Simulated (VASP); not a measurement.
Set up this calculation in VASP 6.6.1, as the native input.

- Task: single point
- Functional: PBEsol
- Potentials or basis: VASP PAW PBE potentials, release 64 (Nb_sv)
- Cutoff: 520 eV
- k mesh: 16 × 16 × 16
- Occupations: fermi-dirac, width 0.08 eV
- Spin: no spin polarisation
- Dipole correction: no
- Further INCAR settings: ALGO = Normal; EDIFF = 1e-07; NBANDS = 12

The structure of Nb lies in POSCAR:

```
Nb
1.0
   -1.6357704916      1.6357704916      1.6357704916
    1.6357704916     -1.6357704916      1.6357704916
    1.6357704916      1.6357704916     -1.6357704916
Nb
1
Direct
    0.0000000000      0.0000000000      0.0000000000
```

One way to write it, as run:

INCAR

```
PREC = Accurate
ENCUT = 520
EDIFF = 1E-7
ISMEAR = -1
SIGMA = 0.08
LREAL = False
LASPH = True
NELM = 60
ALGO = Normal
ISIF = 2
LWAVE = False
LCHARG = False
GGA = PS
NBANDS = 12
```

KPOINTS

```
Automatic mesh
0
Gamma
  16 16 16
```

Potentials or basis: VASP PAW PBE potentials, release 64 (Nb_sv).

Run with:

```bash
$ cat potpaw_PBE.64/Nb_sv/POTCAR > POTCAR
$ mpirun -np 1 vasp_std > vasp.out
```

It gave:

| Quantity | Value |
| --- | --- |
| Pressure | -0.3 GPa |

Caveat: the PAW data sets were made with another functional, which shifts forces and pressure a little.

Run time: 17 s on 1 thread of Intel Xeon 6975P-C, with other jobs on the host, peak memory 0.16 GiB.
